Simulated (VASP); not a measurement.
Runs of VASP 6.6.1 on LiF. The structure is that of space group Pm-3m (No. 221), or close to it. The cells are those of the table. 

| level | cell | smearing | gap on the mesh (eV) |
| --- | --- | --- | --- |
| r2SCAN | a = 2.662, b = 2.662, c = 2.550 Å, 2 atoms | gaussian 0.01 eV | 7.81 |
| r2SCAN | a = 2.419, b = 2.516, c = 2.516 Å, 2 atoms | gaussian 0.01 eV | 9.31 |
| PBE | a = 2.659, b = 2.659, c = 2.516 Å, 2 atoms | fermi-dirac 0.02 eV | 6.76 |
| PBE | a = 2.662, b = 2.662, c = 2.550 Å, 2 atoms | fermi-dirac 0.02 eV | (b) |
| r2SCAN | a = 2.659, b = 2.659, c = 2.516 Å, 2 atoms | gaussian 0.01 eV | 7.82 |
| PBE | a = 2.419, b = 2.516, c = 2.516 Å, 2 atoms | fermi-dirac 0.02 eV | (a) |

Alike in all rows: task single point; potentials or basis VASP PAW PBE potentials, release 64 (Li_sv, F); no spin polarisation; k mesh 10 × 10 × 10; cutoff (eV) 520.

Estimate the missing entries.

(a) 8.07; (b) 6.72.

A k mesh can miss the band edges.
